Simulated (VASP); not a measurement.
AlN: single point with PBE

Crystal: AlN.

```
Al N
1.0
     0.00000    1.96900    1.96900
     1.96900    0.00000    1.96900
     1.96900    1.96900    0.00000
Al N
1 1
Cartesian
  0.0000 0.0000 0.0000
  1.9690 1.9690 1.9690
```

| Property | Result |
| --- | --- |
| Program | VASP 6.6.1 |
| Task | single point |
| Functional | PBE |
| Potentials or basis | VASP PAW PBE potentials, release 64 (Al, N) |
| Cutoff | 600 eV |
| k mesh | 7 × 7 × 7 |
| Occupations | methfessel-paxton, width 0.05 eV |
| Spin | no spin polarisation |

```json
{
 "Pressure": "30.0 GPa",
 "Band gap on the k mesh": "5.35 eV, indirect (least direct gap 6.87 eV)"
}
```

Levels at points of the mesh, in eV from the valence-band top:
| k point | band 1 | band 2 | band 3 | band 4 | band 5 | band 6 | band 7 | band 8 |
| --- | --- | --- | --- | --- | --- | --- | --- | --- |
| (0.00, 0.00, 0.00) | -18.30 | 0.00 | 0.00 | 0.00 | 6.87 | 12.42 | 12.42 | 12.42 |

It took 9.9 s on 1 thread of AMD EPYC 7R13, with other jobs on the host, peak memory 0.1 GiB.

A k mesh can miss the band edges. A hybrid or GW would open this gap; PBE tends to underestimate it.
